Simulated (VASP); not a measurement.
Write the native input for VASP 6.6.1 that does the following.

| Item | Value |
| --- | --- |
| Task | single point |
| Functional | PBE |
| Potentials or basis | VASP PAW PBE potentials, release 64 (Si, As) |
| Cutoff | 520 eV |
| k mesh | 4 × 4 × 4 |
| Occupations | gaussian, width 0.1 eV |
| Spin | no spin polarisation |
| Dipole correction | no |
| Further INCAR settings | ALGO = Normal; EDIFF = 1e-07; NBANDS = 24 |

The structure of SiAs5 lies in POSCAR:

```
SiAs5
1.0
    5.4163159300      0.0000000000      0.0000000000
    0.0000000000      5.4163159300      0.0000000000
    0.0000000000      0.0000000000      5.4163159300
Si As
1 5
Direct
    0.5000000000      0.5000000000      0.5000000000
    0.7274445700      0.7274445700      0.7274445700
    0.2725554300      0.2725554300      0.7274445700
    0.2725554300      0.7274445700      0.2725554300
    0.7274445700      0.2725554300      0.2725554300
    0.0000000000      0.0000000000      0.0000000000
```

One way to write it, as run:

INCAR

```
SYSTEM = SiAs5
PREC = Accurate ; ENCUT = 520
EDIFF = 1E-7 ; ISMEAR = 0
SIGMA = 0.1 ; LREAL = .False.
LASPH = .True. ; NELM = 60
ALGO = Normal ; ISIF = 2
LWAVE = .False. ; LCHARG = .False.
GGA = PE ; NBANDS = 24
```

KPOINTS

```
Automatic mesh
0
Gamma
  4 4 4
  0 0 0
```

Potentials or basis: VASP PAW PBE potentials, release 64 (Si, As).

Run with:

```sh
$ cat potpaw_PBE.64/Si/POTCAR potpaw_PBE.64/As/POTCAR > POTCAR
$ mpirun -np 1 vasp_std > vasp.out
```

Results of the run:

| Item | Value |
| --- | --- |
| Pressure | 6.6 GPa |
| Largest force | 2.877 eV/Å |

Caveat: forces of over 1 eV/Å act on the atoms, so gaps and moduli don't describe the material at rest.

It took 18 s on 1 thread of Intel(R) Xeon(R) 6975P-C (Granite Rapids) (shared host), peak memory 0.24 GiB.
